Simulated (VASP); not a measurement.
## Sn2Se: relaxation of cell and atoms with PBE

The system is Sn2Se.

```
Sn Se
1.0
     5.80653    0.00000    0.00000
     0.00000    5.80653    0.00000
     0.00000    0.00000    2.88448
Sn Se
2 1
Direct
  0.00000 0.50000 0.50000
  0.50000 0.00000 0.50000
  0.50000 0.50000 0.50000
```

The cell was generated, and may not be a known phase.

```yaml
Program: VASP 6.6.1
Task: relaxation of cell and atoms
Functional: PBE
Potentials_or_basis: VASP PAW PBE potentials, release 64 (Sn_d, Se)
Cutoff: 600 eV
k_mesh: 4 × 4 × 6
Occupations: gaussian, width 0.1 eV
Spin: no spin polarisation
Dipole_correction: no
Further_INCAR_settings: ALGO = Normal; EDIFF = 1e-07; IBRION = 2; EDIFFG = -0.04; NSW = 90; ISIF = 3
```

```yaml
Relaxed_volume: 32.04 Å³/atom
Relaxed_cell: a = 5.651 Å, b = 5.651 Å, c = 3.011 Å, α = 90.00°, β = 90.00°, γ = 90.00°
Space_group_after_relaxing_to_0.1_Å: P4/mmm (No. 123)
Energy_gained_by_relaxing: 27.4 meV/atom
Ionic_steps: 4
Pressure_after_relaxing: 0.1 GPa
Band_gap_on_the_k_mesh: zero (bands 17 and 18 overlap by 2.49 eV)
```

Stress tensor (GPa, compression positive):
```
 0.17  0.00  0.00
 0.00  0.17  0.00
 0.00  0.00 -0.16
```

The path:
```
step  energy change (eV)  largest force (eV/Å)  pressure (GPa)  volume (Å³)
   1              0.0000                0.0000            0.21        97.25
   2             -0.0798                0.0000           -0.57        97.72
   3             -0.0798                0.0000           -0.56        97.73
   4             -0.0823                0.0000            0.06        96.13
```

Final structure:
```xyz
3
Lattice="5.6508 0.0000 0.0000 0.0000 5.6508 0.0000 0.0000 0.0000 3.0106" Properties=species:S:1:pos:R:3 pbc="T T T"
Sn    0.0000    2.8254    1.5053
Sn    2.8254    5.6508    1.5053
Se    2.8254    2.8254    1.5053
```

Levels at points of the mesh, in eV from the Fermi level:
```csv
k point,band 14,band 15,band 16,band 17,band 18,band 19,band 20,band 21
"(0.00, 0.00, 0.00)",-5.65,-5.65,-0.13,-0.13,1.22,3.56,3.80,5.18
"(0.50, 0.00, 0.00)",-5.47,-1.76,-1.13,-0.88,0.10,1.32,5.05,6.78
"(0.50, 0.50, 0.00)",-3.05,-1.57,-1.57,-0.06,0.36,1.42,1.80,6.52
"(0.00, 0.00, 0.50)",-4.29,-3.96,-3.96,-2.23,-1.89,2.57,2.57,3.36
"(0.50, 0.00, 0.50)",-4.38,-3.83,-3.04,-1.98,0.37,1.67,1.99,2.63
"(0.50, 0.50, 0.50)",-4.94,-2.98,-2.98,-0.15,0.45,0.45,2.61,2.71
```

It took 3.8 min on 1 thread of Intel Xeon 8259CL (shared host), peak memory 0.27 GiB.

Caveat: the k points lie up to 0.35 Å⁻¹ apart in the final cell, too coarse for converged energies and pressures of a metal; spin-orbit coupling is left out, which moves the levels of the heavy elements.
